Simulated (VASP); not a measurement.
A run of VASP 6.6.1:

POSCAR

```
Cs4Mg3P4O16
1.0
    8.9327000000      0.0000000000      0.0000000000
    0.0000000000      5.5277000000      0.0000000000
    0.0000000000      0.0000000000      9.6487000000
Cs Mg P O
4 3 4 16
Direct
    0.5029946153      0.2655715759      0.7182832920
    0.0521119035      0.7699043002      0.2056131914
    1.0177102108      0.2282685385      0.8106791589
    0.4665554648      0.7653997142      0.2966928187
    0.1565036327      0.7081426271      0.5873433727
    0.7923808031      0.2520939993      0.4177039394
    0.6908773383      0.7394033685      0.9329754267
    0.1957526840      0.2219729725      0.4235700146
    0.3101749751      0.7869457460      0.9117912258
    0.7237789246      0.2944262532      0.0638946179
    0.7759132177      0.7597554136      0.5722532569
    0.2709147290      0.2093094777      0.2867847482
    0.2406215366      0.7754943286      0.7635847316
    0.7641810427      0.3162436456      0.2179775514
    0.7621995589      0.8064294372      0.7323266347
    0.2263817211     -0.0250375382      0.4905013111
    0.2713849116      0.9990411925      1.0106853773
    0.8284281348      0.4697252022     -0.0087783847
    0.6952657091      0.5398086003      0.5252624706
    0.7159089637      0.9737684751      0.4919937401
    0.7352648136      0.0348607920      0.0133282204
    0.2658994481      0.5619154440      0.9943308425
    0.2534508043      0.4084881596      0.5261330542
    0.0245726376      0.2727354958      0.4179941339
    0.4807505010      0.8035349241      0.8842020169
    0.5647900411      0.4177506015      0.0292267352
    0.9481791620      0.7531161242      0.5591737747
```

INCAR.step1

```
SYSTEM = Cs4Mg3P4O16
PREC = Accurate
ENCUT = 520
ISMEAR = -1
SIGMA = 0.05
LREAL = Auto
LASPH = .TRUE.
NELM = 60
NBANDS = 98
GGA = PE
ALGO = Normal
EDIFF = 1E-4
LWAVE = .TRUE.
LCHARG = .FALSE.
```

The input INCAR.step2:

```
SYSTEM = Cs4Mg3P4O16
PREC = Accurate
ENCUT = 520
EDIFF = 1E-6
ISMEAR = -1
SIGMA = 0.05
LREAL = Auto
LASPH = .TRUE.
NELM = 60
ALGO = Normal
ISIF = 2
LWAVE = .FALSE.
LCHARG = .FALSE.
METAGGA = R2SCAN
LMIXTAU = .TRUE.
NBANDS = 98
ISTART = 1
```

Contents of KPOINTS:

```
regular mesh
0
G
  1 2 1
  0 0 0
```

Potentials or basis: VASP PAW PBE potentials, release 64 (Cs_sv, Mg, P, O).

Launch:

```bash
$ cat potpaw_PBE.64/Cs_sv/POTCAR potpaw_PBE.64/Mg/POTCAR potpaw_PBE.64/P/POTCAR potpaw_PBE.64/O/POTCAR > POTCAR
$ cp INCAR.step1 INCAR
$ mpirun -np 1 vasp_std > vasp.out
$ cp INCAR.step2 INCAR
$ mpirun -np 1 vasp_std > vasp.out
```

Hardware: 1 thread of Intel(R) Xeon(R) 6975P-C (Granite Rapids), on a shared host.

**Question.** Estimate the wall time of this run.

**Answer.** It took 6.9 min on 1 thread of Intel(R) Xeon(R) 6975P-C (Granite Rapids), with other jobs on the host, peak memory 0.55 GiB. Counts: k points 2.
